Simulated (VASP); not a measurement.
## MgF2: dielectric tensor with r2SCAN

MgF2:

```
Mg F
1.0
     4.71446    0.00000    0.00000
     0.00000    4.71446    0.00000
     0.00000    0.00000    3.10703
Mg F
2 4
Cartesian
  0.0000 0.0000 0.0000
  2.3572 2.3572 1.5535
  1.4347 1.4347 0.0000
  0.9225 3.7919 1.5535
  3.7919 0.9225 1.5535
  3.2797 3.2797 0.0000
```

This cell differs from its parent crystal: strain +2.0%.

```json
{
  "Program": "VASP 6.6.1",
  "Task": "dielectric tensor",
  "Functional": "r2SCAN",
  "Potentials or basis": "VASP PAW PBE potentials, release 64 (Mg, F)",
  "Cutoff": "580 eV",
  "k mesh": "4 × 4 × 8",
  "Occupations": "gaussian, width 0.01 eV",
  "Spin": "no spin polarisation",
  "Dipole correction": "no",
  "Further INCAR settings": "ALGO = Normal; EDIFF = 1e-08"
}
```

```yaml
Band_gap_on_the_k_mesh: 7.62 eV
Electronic_dielectric_tensor_diagonal: 1.89, 1.89, 1.92
Born_charges_mean_of_the_diagonal: Mg +2.01; F -1.01 e
```

Levels at points of the mesh, in eV from the valence-band top:
| k point | band 14 | band 15 | band 16 | band 17 | band 18 | band 19 |
| --- | --- | --- | --- | --- | --- | --- |
| (0.00, 0.00, 0.00) | -0.31 | -0.31 | 0.00 | 7.62 | 12.86 | 12.86 |
| (0.50, 0.00, 0.00) | -0.94 | -0.36 | -0.36 | 9.99 | 9.99 | 14.10 |
| (0.50, 0.50, 0.00) | -0.87 | -0.71 | -0.71 | 11.70 | 11.70 | 11.79 |
| (0.00, 0.00, 0.50) | -1.04 | -0.80 | -0.80 | 12.36 | 12.36 | 15.63 |
| (0.50, 0.00, 0.50) | -0.69 | -0.62 | -0.62 | 13.31 | 13.31 | 13.97 |
| (0.50, 0.50, 0.50) | -0.56 | -0.46 | -0.46 | 13.91 | 13.91 | 13.93 |

Electronic dielectric tensor:
```
1.89 0.00 0.00
0.00 1.89 0.00
0.00 0.00 1.92
```

Born effective charge tensors (e):
atom 1, Mg
```
1.98 0.04 0.00
0.04 1.98 0.00
0.00 0.00 2.08
```
atom 2, Mg
```
 1.98 -0.04  0.00
-0.04  1.98  0.00
 0.00  0.00  2.08
```
atom 3, F
```
-0.99 -0.21  0.00
-0.21 -0.99  0.00
 0.00  0.00 -1.04
```
atom 4, F
```
-0.99  0.21  0.00
 0.21 -0.99  0.00
 0.00  0.00 -1.04
```
atom 5, F
```
-0.99  0.21  0.00
 0.21 -0.99  0.00
 0.00  0.00 -1.04
```
atom 6, F
```
-0.99 -0.21  0.00
-0.21 -0.99  0.00
 0.00  0.00 -1.04
```

Dipole moments of the cell (e·Å, modulo the quantum): ionic -4.714, -4.714, -24.856; electronic 0.000, 0.000, 0.004

Run time: 15 min on 1 thread of Intel(R) Xeon(R) 6975P-C (Granite Rapids), on a shared host, peak memory 0.5 GiB.

Caveat: the cell differs from its parent crystal (strain +2.0%); the structure was generated, so it needn't be the stable form of MgF2. A k mesh can miss the band edges.
